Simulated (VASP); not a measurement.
SrTe:

```xyz
2
Lattice="0.0000 3.3528 3.3528 3.3528 0.0000 3.3528 3.3528 3.3528 0.0000" Properties=species:S:1:pos:R:3 pbc="T T T"
Sr    0.0000    0.0000    0.0000
Te    3.3528    3.3528    3.3528
```

Base run:

```yaml
Program: VASP 6.6.1
Functional: r2SCAN
Potentials_or_basis: VASP PAW PBE potentials, release 64 (Sr_sv, Te)
Cutoff: 550 eV
k_mesh: 4 × 4 × 4
Occupations: gaussian, width 0.01 eV
Spin: no spin polarisation
```

Its results: band gap on the k mesh 2.14 eV, indirect (least direct gap 2.88 eV); pressure 0.2 GPa.

The run is repeated on the same cell with these changes: functional from r2SCAN to PBE; cutoff from 550 eV to 500 eV; k mesh from 4 × 4 × 4 to 2 × 2 × 2. What comes out?

Band gap on the k mesh 1.60 eV, indirect (least direct gap 2.35 eV); pressure 2.4 GPa.

Several settings changed at once, so the effect can't be laid on one alone.

Caveats: some runs use coarse meshes; spin-orbit coupling is left out, which moves the levels of the heavy elements; the PAW data sets were made with another functional, which shifts forces and pressure a little (some runs).

A k mesh can miss the band edges.
